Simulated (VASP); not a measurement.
# Ta2H3 (P-3m1) in VASP: single point with r2SCAN

Aim: the single point of Ta2H3 with r2SCAN.

All numbers are computed with VASP 6.6.1; they aren't measurements. Logs are shortened: lines on timing, memory, paths and dates and some standing lists are left out, and cuts for length are marked.

## 1. The cell of the first run

It takes space group P-3m1 (No. 164, trigonal). Conventional cell: a = 3.063 Å, b = 3.063 Å, c = 5.367 Å, α = 90.00°, β = 90.00°, γ = 120.00°. Ta (site symmetry 3m) has 7 H at 1.96 to 2.17 Å within 2.6 Å. H (site symmetry 3m) has 4 Ta at 1.96 to 2.01 Å and 3 H at 2.11 Å within 2.6 Å. H (site symmetry -3m) has 6 Ta at 2.17 Å and 6 H at 2.75 Å within 2.9 Å.

## 2. Single point, r2SCAN

The input, POSCAR:

```
Ta2H3
1.0
    3.0634798627      0.0000000000      0.0000000000
   -1.5317399314      2.6530513851      0.0000000000
    0.0000000000      0.0000000000      5.3668561681
Ta H
2 3
Direct
    0.6666666667      0.3333333333      0.7663911870
    0.3333333333      0.6666666667      0.2336088130
    0.6666666667      0.3333333333      0.3927670417
    0.3333333333      0.6666666667      0.6072329583
    0.0000000000      0.0000000000      0.0000000000
```

The input, INCAR.step1:

```
  PREC = Accurate
  ENCUT = 520
  ISMEAR = 0
  SIGMA = 0.1
  LREAL = False
  LASPH = True
  NELM = 60
  NBANDS = 20
  GGA = PE
  ALGO = Normal
  EDIFF = 1E-4
  LWAVE = True
  LCHARG = False
```

The input, INCAR.step2:

```
  PREC = Accurate
  ENCUT = 520
  EDIFF = 1E-7
  ISMEAR = 0
  SIGMA = 0.1
  LREAL = False
  LASPH = True
  NELM = 60
  ALGO = Normal
  ISIF = 2
  LWAVE = False
  LCHARG = True
  METAGGA = R2SCAN
  LMIXTAU = True
  LELF = True
  LVHAR = True
  NBANDS = 20
  ISTART = 1
```

The input, KPOINTS:

```
Automatic mesh
0
Gamma
  12 12 8
```

Potentials or basis: VASP PAW PBE potentials, release 64 (Ta_pv, H).

Launch:

```
$ cat potpaw_PBE.64/Ta_pv/POTCAR potpaw_PBE.64/H/POTCAR > POTCAR
$ cp INCAR.step1 INCAR
$ mpirun -np 1 vasp_std > vasp.out
$ cp INCAR.step2 INCAR
$ mpirun -np 1 vasp_std > vasp.out
```

OUTCAR:

```text
PREC = Accurate
   ENCUT = 520
   EDIFF = 1E-7
   ISMEAR = 0
   LREAL = False
   LASPH = True
   NELM = 60
   ISIF = 2
   METAGGA = R2SCAN
   ISTART = 1

 ion  position               nearest neighbor table
   1  0.667  0.333  0.766-   4 1.96   4 1.96   4 1.96   3 2.01   5 2.17   5 2.17   5 2.17   2 3.07
                             2 3.07   2 3.07   2 3.36   2 3.36   2 3.36
   2  0.333  0.667  0.234-   3 1.96   3 1.96   3 1.96   4 2.01   5 2.17   5 2.17   5 2.17   1 3.07
                             1 3.07   1 3.07   1 3.36   1 3.36   1 3.36
   3  0.667  0.333  0.393-   2 1.96   2 1.96   2 1.96   1 2.01
   4  0.333  0.667  0.607-   1 1.96   1 1.96   1 1.96   2 2.01
   5  0.000  0.000  0.000-   2 2.17   1 2.17   2 2.17   1 2.17   2 2.17   1 2.17

  LATTYP: Found a hexagonal cell.
 ALAT       =     3.0634798627
 C/A-ratio  =     1.7518823066

  Lattice vectors:

 A1 = (   3.0634798627,   0.0000000000,   0.0000000000)
 A2 = (  -1.5317399314,   2.6530513851,   0.0000000000)
 A3 = (   0.0000000000,   0.0000000000,   5.3668561681)

Analysis of symmetry for initial positions (statically):
=====================================================================
 Subroutine PRICEL returns:
 Original cell was already a primitive cell.

 Routine SETGRP: Setting up the symmetry group for a
 hexagonal supercell.

 Subroutine GETGRP returns: Found 12 space group operations
 (whereof 12 operations were pure point group operations)
 out of a pool of 24 trial point group operations.

The static configuration has the point symmetry D_3d.

Analysis of symmetry for dynamics (positions and initial velocities):
=====================================================================
 Subroutine PRICEL returns:
 Original cell was already a primitive cell.

 Routine SETGRP: Setting up the symmetry group for a
 hexagonal supercell.

 Subroutine GETGRP returns: Found 12 space group operations
 (whereof 12 operations were pure point group operations)
 out of a pool of 24 trial point group operations.

The dynamic configuration has the point symmetry D_3d.

 Subroutine INISYM returns: Found 12 space group operations
 (whereof 12 operations are pure point group operations),
 and found     1 'primitive' translations

----------------------------------------------------------------------------------------

                                     Primitive cell

  volume of cell :      43.6195

  direct lattice vectors                    reciprocal lattice vectors
     3.063479863  0.000000000  0.000000000     0.326426171  0.188462237  0.000000000
    -1.531739931  2.653051385  0.000000000     0.000000000  0.376924475  0.000000000
     0.000000000  0.000000000  5.366856168     0.000000000  0.000000000  0.186328824

  length of vectors
     3.063479863  3.063479863  5.366856168     0.376924475  0.376924475  0.186328824

  position of ions in fractional coordinates (direct lattice)
     0.666666667  0.333333333  0.766391187
     0.333333333  0.666666667  0.233608813
     0.666666667  0.333333333  0.392767042
     0.333333333  0.666666667  0.607232958
     0.000000000  0.000000000  0.000000000

  ion indices of the primitive-cell ions
   primitive index   ion index
                 1           1
                 2           2
                 3           3
                 4           4
                 5           5

----------------------------------------------------------------------------------------

 KPOINTS: Automatic mesh

Automatic generation of k-mesh.
 Grid dimensions read from file:
 generate k-points for:   12   12    8

 Generating k-lattice:

  Cartesian coordinates                     Fractional coordinates (reciprocal lattice)
     0.027202181  0.015705186  0.000000000     0.083333333 -0.000000000  0.000000000
     0.000000000  0.031410373  0.000000000     0.000000000  0.083333333  0.000000000
     0.000000000  0.000000000  0.023291103     0.000000000  0.000000000  0.125000000

  Length of vectors
     0.031410373  0.031410373  0.023291103

  Shift w.r.t. Gamma in fractional coordinates (k-lattice)
     0.000000000  0.000000000  0.000000000

 Subroutine IBZKPT returns following result:
 ===========================================

 Found    131 irreducible k-points:

 Following reciprocal coordinates:
            Coordinates               Weight
  0.000000  0.000000  0.000000      1.000000
  0.083333  0.000000  0.000000      6.000000
  0.166667  0.000000  0.000000      6.000000
  0.250000  0.000000  0.000000      6.000000
  0.333333  0.000000  0.000000      6.000000
  0.416667 -0.000000  0.000000      6.000000
[... 16 lines left out ...]
  0.166667  0.000000  0.125000      6.000000
  0.000000  0.166667  0.125000      6.000000
 [... further k-points ...]
   k-points           NKPTS =    131   k-points in BZ     NKDIM =    131   number of bands    NBANDS=     20
   number of dos      NEDOS =    301   number of ions     NIONS =      5
   total plane-waves  NPLWV =  23040
   dimension x,y,z NGX =    24 NGY =   24 NGZ =   40
   dimension x,y,z NGXF=    48 NGYF=   48 NGZF=   80
   ions per type =               2   3
   NGX,Y,Z   is equivalent  to a cutoff of  13.02, 13.02, 12.39 a.u.
   NGXF,Y,Z  is equivalent  to a cutoff of  26.05, 26.05, 24.78 a.u.
 SYSTEM =  unknown system
   PREC   = accura    normal or accurate (medium, high low for compatibility)
   ISTART =      1    job   : 0-new  1-cont  2-samecut
   ICHARG =      0    charge: 1-file 2-atom 10-const
   ISPIN  =      1    spin polarized calculation?
   LNONCOLLINEAR =      F non collinear calculations
   LSORBIT =      F    spin-orbit coupling
   LASPH  =      T    aspherical Exc in radial PAW
   ENCUT  =  520.0 eV  38.22 Ry    6.18 a.u.   5.70  5.70  9.98*2*pi/ulx,y,z
   NELM   =     60;   NELMIN=  2; NELMDL=  0     # of ELM steps
   EDIFF  = 0.1E-06   stopping-criterion for ELM
   LREAL  =      F    real-space projection
   EDIFFG = 0.1E-05   stopping-criterion for IOM
   NSW    =      0    number of steps for IOM
   IBRION =     -1    ionic relax: 0-MD 1-quasi-New 2-CG
   NFREE  =      0    steps in history (QN), initial steepest desc. (CG)
   ISIF   =      2    stress and relaxation
   ISYM   =      2    0-nonsym 1-usesym 2-fastsym
   POTIM  = 0.5000    time-step for ionic-motion
   TEBEG  =    0.0;   TEEND  =   0.0 temperature during run
   PSTRESS=    0.0 pullay stress
   NELECT =      25.0000    total number of electrons
   NUPDOWN=      -1.0000    fix difference up-down
   EMIN   =  10.00;   EMAX   =-10.00  energy-range for DOS
   EFERMI =   0.00;   METHOD = LEGACY
   ISMEAR =     0;   SIGMA  =   0.10  broadening in eV -4-tet -1-fermi 0-gaus
   EFERMI_NEDOS =   21; number of points for ismear=-14 and -15
   IALGO  =     38    algorithm
   IMIX   =      4    mixing-type and parameters
     AMIX     =   0.40;   BMIX     =  1.00
     AMIX_MAG =   1.60;   BMIX_MAG =  1.00
  volume/ion in A,a.u.               =       8.72        58.87
  Fermi-wavevector in a.u.,A,eV,Ry     =   1.359861  2.569765 25.160203  1.849223
  Thomas-Fermi vector in A             =   2.486573
   LORBIT       =      0    0 simple, 1 ext, 2 COOP (PROOUT), +10 PAW based schemes
   METAGGA = R2SCAN    functional components
   LHFCALC =     F    Hartree Fock is set to
   AEXX    =    0.0000 exact exchange contribution
   IVDW    =     0    specifies the selected vdW correction
   LEPSILON=     F    determine dielectric tensor
   LRPA    =     F    only Hartree local field effects (RPA)
 non-spin polarized calculation
 Gauss-broadening in eV      SIGMA  =   0.10
  energy-cutoff  :      520.00
  volume of cell :       43.62
 maximum number of plane-waves:      1196
 NGX is ok and might be reduce to    24
   NGX = 11   NGY = 11   NGZ = 19

 number of electron      25.0000006 magnetization

 Free energy of the ion-electron system (eV)
  ---------------------------------------------------
  ext. energy  EPLUGINS =         0.00000000
  ---------------------------------------------------
  free energy    TOTEN  =      -108.03985509 eV

  energy without entropy =     -108.02845137  energy(sigma->0) =     -108.03415323

 E-fermi :   5.9280     XC(G=0): -13.4038

 val. band max:        5.9248264583   @ k =   0.3333   0.3333   0.1250
 cond. band min:       5.9307969907   @ k =   0.5000   0.0000   0.2500
 fundamental gap:      0.0059705324
 Fermi energy:         5.9279637232

 k-point     1 :       0.0000    0.0000    0.0000
  band No.  band energies     occupation
      1     -30.4598      2.00000
      2     -29.8030      2.00000
      3     -29.6836      2.00000
      4     -29.6836      2.00000
      5     -29.6108      2.00000
      6     -29.6108      2.00000
[... 12 lines left out ...]
     19       9.7690      0.00000
     20      12.2766      0.00000

 k-point     2 :       0.0833    0.0000    0.0000
  band No.  band energies     occupation
      1     -30.4428      2.00000
      2     -29.8110      2.00000
      3     -29.7261      2.00000
      4     -29.6968      2.00000
      5     -29.6600      2.00000
      6     -29.6189      2.00000
[... 12 lines left out ...]
     19      10.3602      0.00000
     20      12.2816      0.00000

 k-point     3 :       0.1667    0.0000    0.0000
  band No.  band energies     occupation
      1     -30.3947      2.00000
      2     -29.8815      2.00000
      3     -29.8009      2.00000
      4     -29.7844      2.00000
      5     -29.7318      2.00000
      6     -29.6417      2.00000
[... 12 lines left out ...]
     19      11.6005      0.00000
     20      12.2600      0.00000

 k-point     4 :       0.2500    0.0000    0.0000
  band No.  band energies     occupation
      1     -30.3249      2.00000
      2     -30.0477      2.00000
      3     -29.9616      2.00000
      4     -29.8213      2.00000
      5     -29.7782      2.00000
      6     -29.6738      2.00000
[... 429 lines left out ...]
 k-point    23 :       0.1667    0.0000    0.1250
  band No.  band energies     occupation
      1     -30.3773      2.00000
      2     -29.8978      2.00000
      3     -29.8093      2.00000
      4     -29.7787      2.00000
      5     -29.7293      2.00000
      6     -29.6443      2.00000
[... 12 lines left out ...]
     19      11.3334      0.00000
     20      12.6116      0.00000

 k-point    24 :       0.0000    0.1667    0.1250
  band No.  band energies     occupation
      1     -30.3779      2.00000
      2     -29.8866      2.00000
      3     -29.8323      2.00000
      4     -29.7663      2.00000
      5     -29.7292      2.00000
      6     -29.6444      2.00000
[... 12 lines left out ...]
     19      11.6111      0.00000
     20      12.1561      0.00000

 [... further k-points ...]

------------------------ aborting loop because EDIFF is reached ----------------------------------------

  FORCE on cell =-STRESS in cart. coord.  units (eV):
  Direction    XX          YY          ZZ          XY          YZ          ZX
  --------------------------------------------------------------------------------------
  -------------------------------------------------------------------------------------
  Total       -0.9745522     -0.9745522     -0.2296143      0.0000000     -0.0000000      0.0000000
  in kB      -35.7960456    -35.7960456     -8.4339075      0.0000000     -0.0000000      0.0000000
  external PRESSURE =     -26.6753329 kB  Pullay stress =       0.0000000 kB

 VOLUME and BASIS-vectors are now :
 -----------------------------------------------------------------------------
  energy-cutoff  :      520.00
  volume of cell :       43.62
      direct lattice vectors                 reciprocal lattice vectors
     3.063479863  0.000000000  0.000000000     0.326426171  0.188462237  0.000000000
    -1.531739931  2.653051385  0.000000000     0.000000000  0.376924475  0.000000000
     0.000000000  0.000000000  5.366856168     0.000000000  0.000000000  0.186328824

 POSITION                                       TOTAL-FORCE (eV/Angst)
 -----------------------------------------------------------------------------------
      1.53174      0.88435      4.11311        -0.000000     -0.000000      0.090445
     -0.00000      1.76870      1.25374        -0.000000      0.000000     -0.090445
      1.53174      0.88435      2.10792         0.000000      0.000000     -0.011211
     -0.00000      1.76870      3.25893         0.000000      0.000000      0.011211
      0.00000      0.00000      0.00000         0.000000      0.000000      0.000000
 -----------------------------------------------------------------------------------
    total drift:                                0.000000     -0.000000      0.000000

  FREE ENERGIE OF THE ION-ELECTRON SYSTEM (eV)
  ---------------------------------------------------
  free  energy   TOTEN  =      -108.0398550934 eV

  energy  without entropy=     -108.0284513734  energy(sigma->0) =     -108.03415323
```

Run time: 12 min. Hardware: 1 thread of Oxide Virtual Turin-like, shared host; peak memory 0.21 GiB.

What came out:

| Item | Value |
| --- | --- |
| Free energy | -108.0399 eV |
| Pressure | -2.7 GPa |
| Largest force | 0.090 eV/Å |
| Band gap on the k mesh | zero (an odd number of electrons rules out a gap without spin polarisation) |

Forces in eV/Å, atoms in the order of the input:
```
Ta   0.000  0.000  0.090
Ta   0.000  0.000 -0.090
H    0.000  0.000 -0.011
H    0.000  0.000  0.011
H    0.000  0.000  0.000
```

Caveat: the PAW data sets were made with another functional, which shifts forces and pressure a little; spin-orbit coupling is left out, which moves the levels of the heavy elements.
